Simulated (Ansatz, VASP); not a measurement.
# Hg: VASP beside Ansatz

```xyz
1
Lattice="0.0000 2.3169 2.3169 2.3169 0.0000 2.3169 2.3169 2.3169 0.0000" Properties=species:S:1:pos:R:3 pbc="T T T"
Hg    0.0000    0.0000    0.0000
```

Alike in both runs: functional PBE; dispersion D3(BJ); k mesh 16 × 16 × 16; occupations gaussian, width 0.1 eV; no spin polarisation.

Ansatz relaxed the structure, and its values are those at the end. VASP's run is a single point on that final structure, the one shown.

|  | VASP | Ansatz |
| --- | --- | --- |
| version | VASP 6.6.1 | Ansatz 0.2.0 |
| potentials or method | VASP PAW PBE potentials, release 64 (Hg), cutoff 520 eV | scalar-relativistic, plane waves, PAW |
| valence electrons in the cell | 12 | 20 |

```csv
,VASP,Ansatz,Ansatz less VASP
gap on the k mesh at the Fermi level (eV),none,none,-
pressure (GPa),0.3,0.0,-0.28
```

A gap of «none» marks a metal or a gap that the smearing closes. VASP's potentials hold 12 valence electrons a cell and Ansatz's 20, so a difference there can come from the potentials and not from the codes.

Neither program's run includes spin-orbit coupling.
